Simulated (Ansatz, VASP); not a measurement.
## Sb: VASP beside Ansatz

```
Sb
1.0
     3.12240    0.00000    0.00000
     0.00000    4.34752    0.00000
    -0.03891    0.00000    4.40585
Sb
2
Direct
  0.01139 0.25000 0.24117
  0.98861 0.75000 0.75883
```

Alike in both runs: task relaxation of cell and atoms; functional PBE-based screened hybrid; k mesh 5 × 3 × 3; occupations fermi-dirac, width 0.05 eV; no spin polarisation.

|  | VASP | Ansatz |
| --- | --- | --- |
| version | VASP 6.6.1 | Ansatz 0.2.0 |
| potentials or method | VASP PAW PBE potentials, release 64 (Sb) | Ansatz PAW |
| plane-wave cutoff (eV) | 600 | 420 |
| valence electrons in the cell | 10 | 30 |

Ansatz gave:

* gap on the k mesh at the Fermi level, each at its own relaxed structure (eV): none
* relaxed volume (Å³/atom): 30.59
* relaxed cell length with the largest relative difference (Å): 4.314

Question: Estimate VASP's values.

Answer: gap on the k mesh at the Fermi level, each at its own relaxed structure (eV): none; relaxed volume (Å³/atom): 30.15; relaxed cell length with the largest relative difference (Å): 4.292.

VASP's potentials were made for PBE, not for PBE-based screened hybrid. A gap of «none» marks a metal or a gap that the smearing closes. VASP's potentials hold 10 valence electrons a cell and Ansatz's 30, so a difference there can come from the potentials and not from the codes.

The k mesh is coarse, so the values compare programs but aren't converged. Spin-orbit coupling is off throughout. Noted on Ansatz's run: the plane-wave basis is chosen anew once the cell has moved, so the energies of steps on either side of that aren't comparable.
